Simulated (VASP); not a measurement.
# ZnSe (F-43m) in VASP: notebook

ZnSe is run at these levels: PBE; tasks: single point.

All numbers are computed with VASP 6.6.1; they aren't measurements. Logs are shortened: lines on timing, memory, paths and dates and some standing lists are left out, and cuts for length are marked.

## Step 1: The cell of the first run

It takes space group F-43m (No. 216, cubic). Conventional cell: a = 5.668 Å, b = 5.668 Å, c = 5.668 Å, α = 90.00°, β = 90.00°, γ = 90.00°. Within 3.2 Å of Zn (site symmetry -43m) lie 4 Se at 2.45 Å. Within 3.2 Å of Se (site symmetry -43m) lie 4 Zn at 2.45 Å.

## Step 2: Single point, PBE

Input file INCAR:

```
SYSTEM = ZnSe
  ALGO = Normal
  EDIFF = 1E-6
  ENCUT = 500
  GGA = PE
  GGA_COMPAT = .False.
  ISIF = 2
  ISMEAR = 0
  LASPH = .True.
  LCHARG = .False.
  LREAL = .False.
  LWAVE = .False.
  NBANDS = 16
  NELM = 120
  PREC = Accurate
  SIGMA = 0.01
```

Input file KPOINTS:

```
k-points
0
Gamma
  6 6 6
  0 0 0
```

Input file POSCAR:

```
ZnSe
1.0
    0.0000000000      2.8338000000      2.8338000000
    2.8338000000      0.0000000000      2.8338000000
    2.8338000000      2.8338000000      0.0000000000
Zn Se
1 1
Direct
    0.0000000000      0.0000000000      0.0000000000
    0.7500000000      0.7500000000      0.7500000000
```

Potentials or basis: VASP PAW PBE potentials, release 64 (Zn, Se).

On the command line:

```console
$ cat potpaw_PBE.64/Zn/POTCAR potpaw_PBE.64/Se/POTCAR > POTCAR
$ mpirun -np 1 vasp_std > vasp.out
```

OUTCAR:

```text
SYSTEM = ZnSe
   EDIFF = 1E-6
   ENCUT = 500
   GGA = PE
   ISIF = 2
   ISMEAR = 0
   LASPH = .True.
   LREAL = .False.
   NELM = 120
   PREC = Accurate

 ion  position               nearest neighbor table
   1  0.000  0.000  0.000-   2 2.45   2 2.45   2 2.45   2 2.45
   2  0.750  0.750  0.750-   1 2.45   1 2.45   1 2.45   1 2.45

  LATTYP: Found a face centered cubic cell.
 ALAT       =     5.6676000000

  Lattice vectors:

 A1 = (   0.0000000000,   2.8338000000,   2.8338000000)
 A2 = (   2.8338000000,   0.0000000000,   2.8338000000)
 A3 = (   2.8338000000,   2.8338000000,   0.0000000000)

Analysis of symmetry for initial positions (statically):
=====================================================================
 Subroutine PRICEL returns:
 Original cell was already a primitive cell.

 Routine SETGRP: Setting up the symmetry group for a
 face centered cubic supercell.

 Subroutine GETGRP returns: Found 24 space group operations
 (whereof 24 operations were pure point group operations)
 out of a pool of 48 trial point group operations.

The static configuration has the point symmetry T_d .

Analysis of symmetry for dynamics (positions and initial velocities):
=====================================================================
 Subroutine PRICEL returns:
 Original cell was already a primitive cell.

 Routine SETGRP: Setting up the symmetry group for a
 face centered cubic supercell.

 Subroutine GETGRP returns: Found 24 space group operations
 (whereof 24 operations were pure point group operations)
 out of a pool of 48 trial point group operations.

The dynamic configuration has the point symmetry T_d .

 Subroutine INISYM returns: Found 24 space group operations
 (whereof 24 operations are pure point group operations),
 and found     1 'primitive' translations

----------------------------------------------------------------------------------------

                                     Primitive cell

  volume of cell :      45.5132

  direct lattice vectors                    reciprocal lattice vectors
     0.000000000  2.833800000  2.833800000    -0.176441527  0.176441527  0.176441527
     2.833800000  0.000000000  2.833800000     0.176441527 -0.176441527  0.176441527
     2.833800000  2.833800000  0.000000000     0.176441527  0.176441527 -0.176441527

  length of vectors
     4.007598393  4.007598393  4.007598393     0.305605690  0.305605690  0.305605690

  position of ions in fractional coordinates (direct lattice)
     0.000000000  0.000000000  0.000000000
     0.750000000  0.750000000  0.750000000

  ion indices of the primitive-cell ions
   primitive index   ion index
                 1           1
                 2           2

----------------------------------------------------------------------------------------

 KPOINTS: k-points

Automatic generation of k-mesh.
 Grid dimensions read from file:
 generate k-points for:    6    6    6

 Generating k-lattice:

  Cartesian coordinates                     Fractional coordinates (reciprocal lattice)
    -0.029406921  0.029406921  0.029406921     0.166666667  0.000000000  0.000000000
     0.029406921 -0.029406921  0.029406921     0.000000000  0.166666667  0.000000000
     0.029406921  0.029406921 -0.029406921     0.000000000  0.000000000  0.166666667

  Length of vectors
     0.050934282  0.050934282  0.050934282

  Shift w.r.t. Gamma in fractional coordinates (k-lattice)
     0.000000000  0.000000000  0.000000000

 Subroutine IBZKPT returns following result:
 ===========================================

 Found     16 irreducible k-points:

 Following reciprocal coordinates:
            Coordinates               Weight
  0.000000  0.000000  0.000000      1.000000
  0.166667  0.000000  0.000000      8.000000
  0.333333  0.000000  0.000000      8.000000
  0.500000  0.000000  0.000000      4.000000
  0.166667  0.166667  0.000000      6.000000
  0.333333  0.166667  0.000000     24.000000
[... 8 lines left out ...]
 -0.333333  0.333333  0.166667     24.000000
 -0.333333  0.500000  0.166667     12.000000
   k-points           NKPTS =     16   k-points in BZ     NKDIM =     16   number of bands    NBANDS=     16
   number of dos      NEDOS =    301   number of ions     NIONS =      2
   total plane-waves  NPLWV =  27000
   dimension x,y,z NGX =    30 NGY =   30 NGZ =   30
   dimension x,y,z NGXF=    60 NGYF=   60 NGZF=   60
   ions per type =               1   1
   NGX,Y,Z   is equivalent  to a cutoff of  12.44, 12.44, 12.44 a.u.
   NGXF,Y,Z  is equivalent  to a cutoff of  24.89, 24.89, 24.89 a.u.
 SYSTEM =  ZnSe
   PREC   = accura    normal or accurate (medium, high low for compatibility)
   ISTART =      0    job   : 0-new  1-cont  2-samecut
   ICHARG =      2    charge: 1-file 2-atom 10-const
   ISPIN  =      1    spin polarized calculation?
   LNONCOLLINEAR =      F non collinear calculations
   LSORBIT =      F    spin-orbit coupling
   LASPH  =      T    aspherical Exc in radial PAW
   ENCUT  =  500.0 eV  36.75 Ry    6.06 a.u.   7.31  7.31  7.31*2*pi/ulx,y,z
   NELM   =    120;   NELMIN=  2; NELMDL= -5     # of ELM steps
   EDIFF  = 0.1E-05   stopping-criterion for ELM
   LREAL  =      F    real-space projection
   EDIFFG = 0.1E-04   stopping-criterion for IOM
   NSW    =      0    number of steps for IOM
   IBRION =     -1    ionic relax: 0-MD 1-quasi-New 2-CG
   NFREE  =      0    steps in history (QN), initial steepest desc. (CG)
   ISIF   =      2    stress and relaxation
   ISYM   =      2    0-nonsym 1-usesym 2-fastsym
   POTIM  = 0.5000    time-step for ionic-motion
   TEBEG  =    0.0;   TEEND  =   0.0 temperature during run
   PSTRESS=    0.0 pullay stress
   NELECT =      18.0000    total number of electrons
   NUPDOWN=      -1.0000    fix difference up-down
   EMIN   =  10.00;   EMAX   =-10.00  energy-range for DOS
   EFERMI =   0.00;   METHOD = LEGACY
   ISMEAR =     0;   SIGMA  =   0.01  broadening in eV -4-tet -1-fermi 0-gaus
   EFERMI_NEDOS =   21; number of points for ismear=-14 and -15
   IALGO  =     38    algorithm
   IMIX   =      4    mixing-type and parameters
     AMIX     =   0.40;   BMIX     =  1.00
     AMIX_MAG =   1.60;   BMIX_MAG =  1.00
  volume/ion in A,a.u.               =      22.76       153.57
  Fermi-wavevector in a.u.,A,eV,Ry     =   1.201673  2.270834 19.647073  1.444019
  Thomas-Fermi vector in A             =   2.337476
   LORBIT       =      0    0 simple, 1 ext, 2 COOP (PROOUT), +10 PAW based schemes
   GGA     = PE    functional components
   LHFCALC =     F    Hartree Fock is set to
   AEXX    =    0.0000 exact exchange contribution
   IVDW    =     0    specifies the selected vdW correction
   LEPSILON=     F    determine dielectric tensor
   LRPA    =     F    only Hartree local field effects (RPA)
 non-spin polarized calculation
 Gauss-broadening in eV      SIGMA  =   0.01
  energy-cutoff  :      500.00
  volume of cell :       45.51
 maximum number of plane-waves:      1173
 NGX is ok and might be reduce to    30
   NGX = 15   NGY = 15   NGZ = 15

 number of electron      18.0000012 magnetization

 Free energy of the ion-electron system (eV)
  ---------------------------------------------------
  ext. energy  EPLUGINS =         0.00000000
  ---------------------------------------------------
  free energy    TOTEN  =        -6.01480117 eV

  energy without entropy =       -6.01480117  energy(sigma->0) =       -6.01480117

 E-fermi :   1.7383     XC(G=0):  -9.3201

 val. band max:        1.6166968572   @ k =   0.0000   0.0000   0.0000
 cond. band min:       2.9054805115   @ k =   0.0000   0.0000   0.0000
 fundamental gap:      1.2887836543
 Fermi energy:         1.7383299532

 k-point     1 :       0.0000    0.0000    0.0000
  band No.  band energies     occupation
      1     -11.6419      2.00000
      2      -4.9327      2.00000
      3      -4.9327      2.00000
      4      -4.9327      2.00000
      5      -4.5632      2.00000
      6      -4.5632      2.00000
[... 8 lines left out ...]
     15      13.0751      0.00000
     16      13.0751      0.00000

 k-point     2 :       0.1667    0.0000    0.0000
  band No.  band energies     occupation
      1     -11.4675      2.00000
      2      -4.9163      2.00000
      3      -4.9061      2.00000
      4      -4.9061      2.00000
      5      -4.5650      2.00000
      6      -4.5650      2.00000
[... 8 lines left out ...]
     15      12.0765      0.00000
     16      12.6357      0.00000

 k-point     3 :       0.3333    0.0000    0.0000
  band No.  band energies     occupation
      1     -11.0759      2.00000
      2      -4.8614      2.00000
      3      -4.8614      2.00000
      4      -4.7621      2.00000
      5      -4.5567      2.00000
      6      -4.5567      2.00000
[... 8 lines left out ...]
     15      12.6673      0.00000
     16      12.6673      0.00000

 k-point     4 :       0.5000    0.0000    0.0000
  band No.  band energies     occupation
      1     -10.8524      2.00000
      2      -4.8451      2.00000
      3      -4.8451      2.00000
      4      -4.5448      2.00000
      5      -4.5448      2.00000
      6      -4.4045      2.00000
[... 8 lines left out ...]
     15      14.7216      0.00000
     16      14.7216      0.00000
[... 172 lines left out ...]
 k-point    14 :       0.5000    0.3333    0.1667
  band No.  band energies     occupation
      1     -10.8040      2.00000
      2      -4.8402      2.00000
      3      -4.7942      2.00000
      4      -4.6932      2.00000
      5      -4.5469      2.00000
      6      -4.4967      2.00000
[... 8 lines left out ...]
     15      14.4988      0.00000
     16      15.9177      0.00000

 k-point    15 :      -0.3333    0.3333    0.1667
  band No.  band energies     occupation
      1     -10.6513      2.00000
      2      -4.8202      2.00000
      3      -4.7651      2.00000
      4      -4.5989      2.00000
      5      -4.5694      2.00000
      6      -4.3199      2.00000
[... 8 lines left out ...]
     15      14.6797      0.00000
     16      15.6341      0.00000

 k-point    16 :      -0.3333    0.5000    0.1667
  band No.  band energies     occupation
      1     -10.5804      2.00000
      2      -4.8351      2.00000
      3      -4.7163      2.00000
      4      -4.6437      2.00000
      5      -4.5489      2.00000
      6      -4.2923      2.00000
[... 8 lines left out ...]
     15      15.3723      0.00000
     16      15.7965      0.00000

------------------------ aborting loop because EDIFF is reached ----------------------------------------

  FORCE on cell =-STRESS in cart. coord.  units (eV):
  Direction    XX          YY          ZZ          XY          YZ          ZX
  --------------------------------------------------------------------------------------
  -------------------------------------------------------------------------------------
  Total        0.6713752      0.6713752      0.6713752      0.0000000      0.0000000     -0.0000000
  in kB       23.6340588     23.6340588     23.6340588      0.0000000      0.0000000     -0.0000000
  external PRESSURE =      23.6340588 kB  Pullay stress =       0.0000000 kB

 VOLUME and BASIS-vectors are now :
 -----------------------------------------------------------------------------
  energy-cutoff  :      500.00
  volume of cell :       45.51
      direct lattice vectors                 reciprocal lattice vectors
     0.000000000  2.833800000  2.833800000    -0.176441527  0.176441527  0.176441527
     2.833800000  0.000000000  2.833800000     0.176441527 -0.176441527  0.176441527
     2.833800000  2.833800000  0.000000000     0.176441527  0.176441527 -0.176441527

 POSITION                                       TOTAL-FORCE (eV/Angst)
 -----------------------------------------------------------------------------------
      0.00000      0.00000      0.00000         0.000000      0.000000      0.000000
      4.25070      4.25070      4.25070        -0.000000     -0.000000     -0.000000
 -----------------------------------------------------------------------------------
    total drift:                                0.000000      0.000000      0.000000

  FREE ENERGIE OF THE ION-ELECTRON SYSTEM (eV)
  ---------------------------------------------------
  free  energy   TOTEN  =        -6.0148011653 eV

  energy  without entropy=       -6.0148011653  energy(sigma->0) =       -6.01480117
```

Wall time 6.9 s (1 thread of AMD EPYC 9R45 (Zen 5), shared host); peak memory 0.14 GiB.

Results:

| Item | Value |
| --- | --- |
| Free energy | -6.0148 eV |
| Pressure | 2.4 GPa |
| Band gap on the k mesh | 1.29 eV |

Expect the measured gap to be larger: semilocal functionals such as PBE lack the derivative discontinuity.

## Step 3: Single point, PBE

Input file INCAR:

```
SYSTEM = ZnSe
PREC = Accurate ; ENCUT = 500
EDIFF = 1E-6 ; ISMEAR = 0
SIGMA = 0.01 ; LREAL = .False.
LASPH = .True. ; NELM = 120
ALGO = Normal ; ISIF = 2
LWAVE = .False. ; LCHARG = .False.
GGA = PE ; NBANDS = 16
GGA_COMPAT = .False.
```

Input file KPOINTS:

```
regular mesh
0
Gamma
  8 8 8
  0 0 0
```

POSCAR is that of step 2.

Potentials or basis: VASP PAW PBE potentials, release 64 (Zn, Se).

On the command line:

```console
$ cat potpaw_PBE.64/Zn/POTCAR potpaw_PBE.64/Se/POTCAR > POTCAR
$ mpirun -np 1 vasp_std > vasp.out
```

Wall time 12 s (1 thread of AMD EPYC 9R45 (Zen 5), shared host); peak memory 0.14 GiB.

It converged, with:

```yaml
Free_energy: -6.0200 eV
Pressure: 2.3 GPa
Band_gap_on_the_k_mesh: 1.29 eV
```

Levels at points of the mesh, in eV from the valence-band top:
```csv
k point,band 6,band 7,band 8,band 9,band 10,band 11,band 12,band 13
"(0.00, 0.00, 0.00)",-6.18,0.00,0.00,0.00,1.29,5.80,5.80,5.80
"(0.50, 0.00, 0.00)",-6.02,-5.23,-0.87,-0.87,2.54,6.38,6.38,8.58
"(0.50, 0.50, 0.00)",-6.00,-4.75,-2.19,-2.19,2.98,3.46,10.74,11.25
```

## Step 4: Single point, PBE

Input file INCAR:

```
ALGO     = Normal         # electronic algorithm
EDIFF    = 1E-6           # SCF threshold, eV
ENCUT    = 500            # plane-wave cutoff, eV
GGA      = PE             # functional
GGA_COMPAT= F            
ISIF     = 2              # what is computed and relaxed
ISMEAR   = 0              # smearing method
LASPH    = T              # aspherical terms in the spheres
LCHARG   = T              # write CHGCAR
LELF     = T              # ELF
LREAL    = F              # projectors in reciprocal space
LVHAR    = T            
LWAVE    = F              # write WAVECAR
NBANDS   = 16             # bands
NELM     = 120            # most SCF steps
PREC     = Accurate       # precision mode
SIGMA    = 0.01           # smearing width, eV
```

Input file KPOINTS:

```
k-points
0
Gamma
  10 10 10
```

POSCAR is that of step 3.

On the command line:

```console
$ cat potpaw_PBE.64/Zn/POTCAR potpaw_PBE.64/Se/POTCAR > POTCAR
$ mpirun -np 1 vasp_std > vasp.out
```

Wall time 20 s (1 thread of AMD EPYC 9R45 (Zen 5), shared host); peak memory 0.16 GiB.

The run converged. Its results:

* Free energy: -6.0207 eV
* Pressure: 2.3 GPa
* Band gap on the k mesh: 1.29 eV

Levels at points of the mesh, in eV from the valence-band top:
| k point | band 7 | band 8 | band 9 | band 10 | band 11 | band 12 |
| --- | --- | --- | --- | --- | --- | --- |
| (0.00, 0.00, 0.00) | 0.00 | 0.00 | 0.00 | 1.29 | 5.80 | 5.80 |
| (0.50, 0.00, 0.00) | -5.23 | -0.87 | -0.87 | 2.54 | 6.38 | 6.38 |
| (0.50, 0.50, 0.00) | -4.75 | -2.19 | -2.19 | 2.98 | 3.46 | 10.74 |

## Step 5: The runs side by side

| k mesh | gap on the mesh (eV) | pressure (GPa) |
| --- | --- | --- |
| 6 × 6 × 6 | 1.29 | 2.4 |
| 8 × 8 × 8 | 1.29 | 2.3 |
| 10 × 10 × 10 | 1.29 | 2.3 |

Alike in all rows: task single point; level PBE; potentials or basis VASP PAW PBE potentials, release 64 (Zn, Se); no spin polarisation; cell as given; cutoff (eV) 500; smearing gaussian 0.01 eV.

Absolute energies hang on the potentials; compare differences alone.
